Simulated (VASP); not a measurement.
# BaTiO3 (Pm-3m) in VASP: a series of runs

The runs below take BaTiO3 through relaxation of the atoms, single point, with PBE.

Everything below comes from runs of VASP 6.6.1. Logs are shortened: lines on timing, memory, paths and dates and some standing lists are left out, and cuts for length are marked.

## 1. The cell of the first run

Symmetry: Pm-3m, No. 221, cubic system. Conventional cell: a = 3.979 Å, b = 3.979 Å, c = 3.979 Å, α = 90.00°, β = 90.00°, γ = 90.00°. Within 3.7 Å of Ba (site symmetry m-3m) lie 12 O at 2.81 Å and 8 Ti at 3.45 Å. Ti (site symmetry m-3m) has 6 O at 1.99 Å within 2.6 Å. O (site symmetry 4/mmm) has 2 Ti at 1.99 Å within 2.6 Å.

## 2. Relaxation of the atoms, PBE (volume scaled by 0.98)

Contents of INCAR:

```
PREC = Accurate
ENCUT = 520
EDIFF = 1E-6
ISMEAR = -1
SIGMA = 0.02
LREAL = False
LASPH = True
NELM = 80
ALGO = Normal
ISIF = 2
LWAVE = False
LCHARG = False
GGA = PE
IBRION = 2
NSW = 80
EDIFFG = -0.02
```

Contents of KPOINTS:

```
Automatic mesh
0
Gamma
  8 8 8
```

Contents of POSCAR:

```
BaTiO3
1.0
    3.9791132838      0.0000000000      0.0000000000
    0.0000000000      3.9791132838      0.0000000000
    0.0000000000      0.0000000000      3.9791132838
Ba Ti O
1 1 3
Direct
    0.5000000000      0.5000000000      0.5000000000
    0.0000000000      0.0000000000      0.0000000000
    0.5000000000      0.0000000000      0.0000000000
    0.0000000000      0.5000000000      0.0000000000
    0.0000000000      0.0000000000      0.5000000000
```

Potentials or basis: VASP PAW PBE potentials, release 64 (Ba_sv, Ti_sv, O).

The run is started by

```console
$ cat potpaw_PBE.64/Ba_sv/POTCAR potpaw_PBE.64/Ti_sv/POTCAR potpaw_PBE.64/O/POTCAR > POTCAR
$ mpirun -np 1 vasp_std > vasp.out
```

OUTCAR:

```text
PREC = Accurate
   ENCUT = 520
   EDIFF = 1E-6
   ISMEAR = -1
   LREAL = False
   LASPH = True
   NELM = 80
   ISIF = 2
   GGA = PE
   IBRION = 2
   NSW = 80
   EDIFFG = -0.02

 ion  position               nearest neighbor table
   1  0.500  0.500  0.500-   3 2.81   4 2.81   5 2.81   3 2.81   4 2.81   3 2.81   5 2.81   3 2.81
                             4 2.81   5 2.81   4 2.81   5 2.81   2 3.45   2 3.45   2 3.45   2 3.45
   2  0.000  0.000  0.000-   3 1.99   4 1.99   5 1.99   5 1.99   4 1.99   3 1.99   1 3.45   1 3.45
                             1 3.45   1 3.45   1 3.45   1 3.45   1 3.45   1 3.45
   3  0.500  0.000  0.000-   2 1.99   2 1.99   1 2.81   1 2.81   1 2.81   1 2.81
   4  0.000  0.500  0.000-   2 1.99   2 1.99   1 2.81   1 2.81   1 2.81   1 2.81
   5  0.000  0.000  0.500-   2 1.99   2 1.99   1 2.81   1 2.81   1 2.81   1 2.81

  LATTYP: Found a simple cubic cell.
 ALAT       =     3.9791132838

  Lattice vectors:

 A1 = (   3.9791132838,   0.0000000000,   0.0000000000)
 A2 = (   0.0000000000,   3.9791132838,   0.0000000000)
 A3 = (   0.0000000000,   0.0000000000,   3.9791132838)

Analysis of symmetry for initial positions (statically):
=====================================================================
 Subroutine PRICEL returns:
 Original cell was already a primitive cell.

 Routine SETGRP: Setting up the symmetry group for a
 simple cubic supercell.

 Subroutine GETGRP returns: Found 48 space group operations
 (whereof 48 operations were pure point group operations)
 out of a pool of 48 trial point group operations.

The static configuration has the point symmetry O_h .

Analysis of symmetry for dynamics (positions and initial velocities):
=====================================================================
 Subroutine PRICEL returns:
 Original cell was already a primitive cell.

 Routine SETGRP: Setting up the symmetry group for a
 simple cubic supercell.

 Subroutine GETGRP returns: Found 48 space group operations
 (whereof 48 operations were pure point group operations)
 out of a pool of 48 trial point group operations.

The dynamic configuration has the point symmetry O_h .

 Subroutine INISYM returns: Found 48 space group operations
 (whereof 48 operations are pure point group operations),
 and found     1 'primitive' translations

----------------------------------------------------------------------------------------

                                     Primitive cell

  volume of cell :      63.0027

  direct lattice vectors                    reciprocal lattice vectors
     3.979113284  0.000000000  0.000000000     0.251312272  0.000000000  0.000000000
     0.000000000  3.979113284  0.000000000     0.000000000  0.251312272  0.000000000
     0.000000000  0.000000000  3.979113284     0.000000000  0.000000000  0.251312272

  length of vectors
     3.979113284  3.979113284  3.979113284     0.251312272  0.251312272  0.251312272

  position of ions in fractional coordinates (direct lattice)
     0.500000000  0.500000000  0.500000000
     0.000000000  0.000000000  0.000000000
     0.500000000  0.000000000  0.000000000
     0.000000000  0.500000000  0.000000000
     0.000000000  0.000000000  0.500000000

  ion indices of the primitive-cell ions
   primitive index   ion index
                 1           1
                 2           2
                 3           3
                 4           4
                 5           5

----------------------------------------------------------------------------------------

 KPOINTS: Automatic mesh

Automatic generation of k-mesh.
 Grid dimensions read from file:
 generate k-points for:    8    8    8

 Generating k-lattice:

  Cartesian coordinates                     Fractional coordinates (reciprocal lattice)
     0.031414034  0.000000000  0.000000000     0.125000000  0.000000000  0.000000000
     0.000000000  0.031414034  0.000000000     0.000000000  0.125000000  0.000000000
     0.000000000  0.000000000  0.031414034     0.000000000  0.000000000  0.125000000

  Length of vectors
[... 45 lines left out ...]
   NGX = 15   NGY = 15   NGZ = 15

 number of electron      39.9999977 magnetization

 Free energy of the ion-electron system (eV)
  ---------------------------------------------------
  ext. energy  EPLUGINS =         0.00000000
  ---------------------------------------------------
  free energy    TOTEN  =       -39.92717029 eV

  energy without entropy =      -39.92717029  energy(sigma->0) =      -39.92717029

 E-fermi :   4.5078     XC(G=0): -11.3532

 val. band max:        3.9710596894   @ k =   0.5000   0.5000   0.5000
 cond. band min:       5.7504833229   @ k =   0.0000   0.0000   0.0000
 fundamental gap:      1.7794236335
 Fermi energy:         4.5077637102

 k-point     1 :       0.0000    0.0000    0.0000
  band No.  band energies     occupation
      1     -52.5931      2.00000
      2     -28.8138      2.00000
      3     -28.8138      2.00000
      4     -28.8138      2.00000
      5     -20.8030      2.00000
      6     -12.9623      2.00000
[... 16 lines left out ...]
     23       5.7505      0.00000
     24       7.9940      0.00000

 k-point     2 :       0.1250    0.0000    0.0000
  band No.  band energies     occupation
      1     -52.5929      2.00000
      2     -28.8223      2.00000
      3     -28.8135      2.00000
      4     -28.8135      2.00000
      5     -20.7841      2.00000
      6     -12.9730      2.00000
[... 16 lines left out ...]
     23       6.0796      0.00000
     24       7.9959      0.00000

 k-point     3 :       0.2500    0.0000    0.0000
  band No.  band energies     occupation
      1     -52.5925      2.00000
      2     -28.8425      2.00000
      3     -28.8127      2.00000
      4     -28.8127      2.00000
      5     -20.7380      2.00000
      6     -13.0496      2.00000
[... 16 lines left out ...]
     23       6.7420      0.00000
     24       7.9992      0.00000
[... 514 lines left out ...]
 k-point    23 :       0.3750    0.3750    0.1250
  band No.  band energies     occupation
      1     -52.5910      2.00000
      2     -28.8594      2.00000
      3     -28.8590      2.00000
      4     -28.8182      2.00000
      5     -20.6028      2.00000
      6     -12.7063      2.00000
[... 16 lines left out ...]
     23       7.7650      0.00000
     24       9.3011      0.00000

 k-point    24 :       0.5000    0.3750    0.1250
  band No.  band energies     occupation
      1     -52.5908      2.00000
      2     -28.8673      2.00000
      3     -28.8587      2.00000
      4     -28.8179      2.00000
      5     -20.5896      2.00000
      6     -12.6500      2.00000
[... 16 lines left out ...]
     23       7.9004      0.00000
     24       9.3261      0.00000

 [... further k-points ...]

------------------------ aborting loop because EDIFF is reached ----------------------------------------

  FORCE on cell =-STRESS in cart. coord.  units (eV):
  Direction    XX          YY          ZZ          XY          YZ          ZX
  --------------------------------------------------------------------------------------
  -------------------------------------------------------------------------------------
  Total        2.8245775      2.8245775      2.8245775     -0.0000000     -0.0000000      0.0000000
  in kB       71.8298839     71.8298839     71.8298839     -0.0000000     -0.0000000      0.0000000
  external PRESSURE =      71.8298839 kB  Pullay stress =       0.0000000 kB

 VOLUME and BASIS-vectors are now :
 -----------------------------------------------------------------------------
  energy-cutoff  :      520.00
  volume of cell :       63.00
      direct lattice vectors                 reciprocal lattice vectors
     3.979113284  0.000000000  0.000000000     0.251312272  0.000000000  0.000000000
     0.000000000  3.979113284  0.000000000     0.000000000  0.251312272  0.000000000
     0.000000000  0.000000000  3.979113284     0.000000000  0.000000000  0.251312272

 POSITION                                       TOTAL-FORCE (eV/Angst)
 -----------------------------------------------------------------------------------
      1.98956      1.98956      1.98956         0.000000      0.000000      0.000000
      0.00000      0.00000      0.00000         0.000000      0.000000      0.000000
      1.98956      0.00000      0.00000         0.000000      0.000000      0.000000
      0.00000      1.98956      0.00000         0.000000      0.000000      0.000000
      0.00000      0.00000      1.98956         0.000000      0.000000      0.000000
 -----------------------------------------------------------------------------------
    total drift:                                0.000000     -0.000000      0.000000

  FREE ENERGIE OF THE ION-ELECTRON SYSTEM (eV)
  ---------------------------------------------------
  free  energy   TOTEN  =       -39.9271702916 eV

  energy  without entropy=      -39.9271702916  energy(sigma->0) =      -39.92717029

 reached required accuracy - stopping structural energy minimisation
```

Run time: 48 s. Hardware: 1 thread of Intel Xeon Platinum 8488C (Sapphire Rapids), shared host; peak memory 0.21 GiB.

Results:

| Property | Result |
| --- | --- |
| Free energy | -39.9272 eV |
| Pressure after relaxing | 7.2 GPa |
| Band gap on the k mesh | 1.78 eV, indirect (least direct gap 1.91 eV) |

Final structure:
```yaml
crystal:
  lattice:
    - [3.97911, 0.00000, 0.00000]
    - [0.00000, 3.97911, 0.00000]
    - [0.00000, 0.00000, 3.97911]
  atoms:
    - { symbol: Ba, position: [0.50000, 0.50000, 0.50000] }
    - { symbol: Ti, position: [0.00000, 0.00000, 0.00000] }
    - { symbol: O, position: [0.50000, 0.00000, 0.00000] }
    - { symbol: O, position: [0.00000, 0.50000, 0.00000] }
    - { symbol: O, position: [0.00000, 0.00000, 0.50000] }
```

Levels at points of the mesh, in eV from the valence-band top:
| k point | band 17 | band 18 | band 19 | band 20 | band 21 | band 22 | band 23 | band 24 |
| --- | --- | --- | --- | --- | --- | --- | --- | --- |
| (0.00, 0.00, 0.00) | -1.12 | -0.13 | -0.13 | -0.13 | 1.78 | 1.78 | 1.78 | 4.02 |
| (0.50, 0.00, 0.00) | -1.85 | -1.85 | -0.71 | -0.71 | 1.95 | 3.57 | 3.57 | 4.03 |
| (0.50, 0.50, 0.00) | -1.71 | -0.86 | -0.86 | -0.09 | 3.58 | 3.58 | 4.00 | 4.90 |
| (0.50, 0.50, 0.50) | -2.40 | 0.00 | 0.00 | 0.00 | 4.27 | 4.27 | 4.27 | 6.80 |

Caveat: the cell differs from its parent crystal (volume scaled by 0.98); the relaxation stopped at its first step, so nothing moved; spin-orbit coupling is left out, which moves the levels of the heavy elements. A k mesh can miss the band edges.

## 3. Single point, PBE (volume scaled by 0.94, then relaxed in part)

Contents of INCAR:

```
PREC = Accurate
ENCUT = 520
EDIFF = 1E-7
ISMEAR = -1
SIGMA = 0.02
LREAL = False
LASPH = True
NELM = 100
ALGO = Normal
ISIF = 2
LWAVE = False
LCHARG = False
GGA = PE
NBANDS = 28
```

Contents of KPOINTS:

```
regular mesh
0
Gamma
  8 8 8
```

Edit POSCAR of step 2 so:

```diff
@@ -2,5 +2,5 @@
 1.0
-    3.9791132838      0.0000000000      0.0000000000
-    0.0000000000      3.9791132838      0.0000000000
-    0.0000000000      0.0000000000      3.9791132838
+    3.9242219515      0.0000000000      0.0000000000
+    0.0000000000      3.9242219515      0.0000000000
+    0.0000000000      0.0000000000      3.9242219515
 Ba Ti O
```

Potentials or basis: VASP PAW PBE potentials, release 64 (Ba_sv, Ti_sv, O).

The run is started by

```console
$ cat potpaw_PBE.64/Ba_sv/POTCAR potpaw_PBE.64/Ti_sv/POTCAR potpaw_PBE.64/O/POTCAR > POTCAR
$ mpirun -np 1 vasp_std > vasp.out
```

Wall time 46 s (1 thread of Intel Xeon Platinum 8488C (Sapphire Rapids), shared host); peak memory 0.21 GiB.

It converged, with:

```
Free energy            : -39.7412 eV
Pressure               : 16.0 GPa
Band gap on the k mesh : 1.86 eV, indirect (least direct gap 1.95 eV)
```

Levels at points of the mesh, in eV from the valence-band top:
```
           k point  band 18  band 19  band 20  band 21  band 22  band 23
(0.00, 0.00, 0.00)    -0.08    -0.08    -0.08     1.86     1.86     1.86
(0.50, 0.00, 0.00)    -1.90    -0.71    -0.71     2.05     3.79     3.79
(0.50, 0.50, 0.00)    -0.83    -0.83    -0.10     3.80     3.80     4.24
(0.50, 0.50, 0.50)     0.00     0.00     0.00     4.54     4.54     4.54
```

Caveat: the cell differs from its parent crystal (volume scaled by 0.94, then relaxed in part); spin-orbit coupling is left out, which moves the levels of the heavy elements.

## 4. Single point, PBE (volume scaled by 0.96, then relaxed in part)

Contents of INCAR:

```
ALGO     = Normal         # electronic algorithm
EDIFF    = 1E-6           # SCF threshold, eV
ENCUT    = 520            # plane-wave cutoff, eV
GGA      = PE             # functional
ISIF     = 2              # what is computed and relaxed
ISMEAR   = -1             # smearing method
LASPH    = True           # aspherical terms in the spheres
LCHARG   = False          # write CHGCAR
LREAL    = False          # projectors in reciprocal space
LWAVE    = False          # write WAVECAR
NBANDS   = 28             # bands
NELM     = 80             # most SCF steps
PREC     = Accurate       # precision mode
SIGMA    = 0.02           # smearing width, eV
```

Contents of KPOINTS:

```
k-points
0
Gamma
  8 8 8
```

Edit POSCAR of step 3 so:

```diff
@@ -2,5 +2,5 @@
 1.0
-    3.9242219515      0.0000000000      0.0000000000
-    0.0000000000      3.9242219515      0.0000000000
-    0.0000000000      0.0000000000      3.9242219515
+    3.9518582279      0.0000000000      0.0000000000
+    0.0000000000      3.9518582279      0.0000000000
+    0.0000000000      0.0000000000      3.9518582279
 Ba Ti O
```

The run is started by

```console
$ cat potpaw_PBE.64/Ba_sv/POTCAR potpaw_PBE.64/Ti_sv/POTCAR potpaw_PBE.64/O/POTCAR > POTCAR
$ mpirun -np 1 vasp_std > vasp.out
```

It took 41 s on 1 thread of Intel Xeon Platinum 8488C (Sapphire Rapids), shared host; peak memory 0.21 GiB.

Results (log left out):

```yaml
Free_energy: -39.8518 eV
Pressure: 11.3 GPa
Band_gap_on_the_k_mesh: 1.82 eV, indirect (least direct gap 1.93 eV)
```

Levels at points of the mesh, in eV from the valence-band top:
```tsv
k point	band 18	band 19	band 20	band 21	band 22	band 23
(0.00, 0.00, 0.00)	-0.11	-0.11	-0.11	1.82	1.82	1.82
(0.50, 0.00, 0.00)	-1.87	-0.71	-0.71	2.00	3.68	3.68
(0.50, 0.50, 0.00)	-0.85	-0.85	-0.10	3.69	3.69	4.12
(0.50, 0.50, 0.50)	0.00	0.00	0.00	4.40	4.40	4.40
```

Caveat: the cell differs from its parent crystal (volume scaled by 0.96, then relaxed in part); spin-orbit coupling is left out, which moves the levels of the heavy elements. A k mesh can miss the band edges.

## 5. Single point, PBE (volume scaled by 0.98, then relaxed in part)

Edit INCAR of step 4 so:

```diff
@@ -1,3 +1,3 @@
 ALGO     = Normal         # electronic algorithm
-EDIFF    = 1E-6           # SCF threshold, eV
+EDIFF    = 1E-7           # SCF threshold, eV
 ENCUT    = 520            # plane-wave cutoff, eV
@@ -11,3 +11,3 @@
 NBANDS   = 28             # bands
-NELM     = 80             # most SCF steps
+NELM     = 100            # most SCF steps
 PREC     = Accurate       # precision mode
```

KPOINTS is that of step 4.

Edit POSCAR of step 4 so:

```diff
@@ -2,5 +2,5 @@
 1.0
-    3.9518582279      0.0000000000      0.0000000000
-    0.0000000000      3.9518582279      0.0000000000
-    0.0000000000      0.0000000000      3.9518582279
+    3.9791132838      0.0000000000      0.0000000000
+    0.0000000000      3.9791132838      0.0000000000
+    0.0000000000      0.0000000000      3.9791132838
 Ba Ti O
```

The run is started by

```console
$ cat potpaw_PBE.64/Ba_sv/POTCAR potpaw_PBE.64/Ti_sv/POTCAR potpaw_PBE.64/O/POTCAR > POTCAR
$ mpirun -np 1 vasp_std > vasp.out
```

Wall time 48 s (1 thread of Intel Xeon Platinum 8488C (Sapphire Rapids), shared host); peak memory 0.21 GiB.

Results (log left out):

```yaml
Free_energy: -39.9272 eV
Pressure: 7.2 GPa
Band_gap_on_the_k_mesh: 1.78 eV, indirect (least direct gap 1.91 eV)
```

Levels at points of the mesh, in eV from the valence-band top:
| k point | band 17 | band 18 | band 19 | band 20 | band 21 | band 22 | band 23 | band 24 |
| --- | --- | --- | --- | --- | --- | --- | --- | --- |
| (0.00, 0.00, 0.00) | -1.12 | -0.13 | -0.13 | -0.13 | 1.78 | 1.78 | 1.78 | 4.02 |
| (0.50, 0.00, 0.00) | -1.85 | -1.85 | -0.71 | -0.71 | 1.95 | 3.57 | 3.57 | 4.03 |
| (0.50, 0.50, 0.00) | -1.71 | -0.86 | -0.86 | -0.09 | 3.58 | 3.58 | 4.00 | 4.90 |
| (0.50, 0.50, 0.50) | -2.40 | 0.00 | 0.00 | 0.00 | 4.27 | 4.27 | 4.27 | 6.80 |

Caveat: the cell differs from its parent crystal (volume scaled by 0.98, then relaxed in part); spin-orbit coupling is left out, which moves the levels of the heavy elements. A k mesh can miss the band edges.

## 6. Single point, PBE

This run uses another cell than the first one, of 12.86 Å³/atom, 1.020 times its volume.

Contents of INCAR:

```
PREC = Accurate
ENCUT = 520
EDIFF = 1E-7
ISMEAR = -1
SIGMA = 0.02
LREAL = F
LASPH = T
NELM = 80
ALGO = Normal
ISIF = 2
LWAVE = F
LCHARG = F
GGA = PE
NBANDS = 28
```

Contents of KPOINTS:

```
regular mesh
0
Gamma
  8 8 8
```

Edit POSCAR of step 5 so:

```diff
@@ -2,5 +2,5 @@
 1.0
-    3.9791132838      0.0000000000      0.0000000000
-    0.0000000000      3.9791132838      0.0000000000
-    0.0000000000      0.0000000000      3.9791132838
+    4.0060000000      0.0000000000      0.0000000000
+    0.0000000000      4.0060000000      0.0000000000
+    0.0000000000      0.0000000000      4.0060000000
 Ba Ti O
```

Potentials or basis: VASP PAW PBE potentials, release 64 (Ba_sv, Ti_sv, O).

The run is started by

```console
$ cat potpaw_PBE.64/Ba_sv/POTCAR potpaw_PBE.64/Ti_sv/POTCAR potpaw_PBE.64/O/POTCAR > POTCAR
$ mpirun -np 1 vasp_std > vasp.out
```

Run time: 49 s. Hardware: 1 thread of Intel Xeon Platinum 8488C (Sapphire Rapids), shared host; peak memory 0.21 GiB.

It converged, with:

| Item | Value |
| --- | --- |
| Free energy | -39.9708 eV |
| Pressure | 3.4 GPa |
| Band gap on the k mesh | 1.74 eV, indirect (least direct gap 1.89 eV) |

Levels at points of the mesh, in eV from the valence-band top:
```tsv
k point	band 16	band 17	band 18	band 19	band 20	band 21	band 22	band 23	band 24	band 25
(0.00, 0.00, 0.00)	-1.09	-1.09	-0.15	-0.15	-0.15	1.74	1.74	1.74	3.88	3.88
(0.50, 0.00, 0.00)	-1.91	-1.83	-1.83	-0.71	-0.71	1.90	3.47	3.47	3.89	5.90
(0.50, 0.50, 0.00)	-2.68	-1.72	-0.87	-0.87	-0.09	3.48	3.48	3.89	4.73	7.64
(0.50, 0.50, 0.50)	-2.41	-2.41	0.00	0.00	0.00	4.14	4.14	4.14	6.71	6.71
```

Caveat: spin-orbit coupling is left out, which moves the levels of the heavy elements. A k mesh can miss the band edges.

## 7. The runs side by side

| task | cell | gap on the mesh (eV) | pressure (GPa) |
| --- | --- | --- | --- |
| relaxation of the atoms | atoms relaxed from a = 3.979 Å, 5 atoms | 1.78 | 7.2 |
| single point | a = 3.924 Å, 5 atoms | 1.86 | 16.0 |
| single point | a = 3.952 Å, 5 atoms | 1.82 | 11.3 |
| single point | a = 3.979 Å, 5 atoms | 1.78 | 7.2 |
| single point | a = 4.006 Å, 5 atoms | 1.74 | 3.4 |

Alike in all rows: level PBE; potentials or basis VASP PAW PBE potentials, release 64 (Ba_sv, Ti_sv, O); no spin polarisation; k mesh 8 × 8 × 8; cutoff (eV) 520; smearing fermi-dirac 0.02 eV.

Caveats: spin-orbit coupling is left out, which moves the levels of the heavy elements; the relaxation stopped at its first step, so nothing moved (some runs).

Total energies depend on the potentials used, so only differences within one code and one set of settings carry meaning.
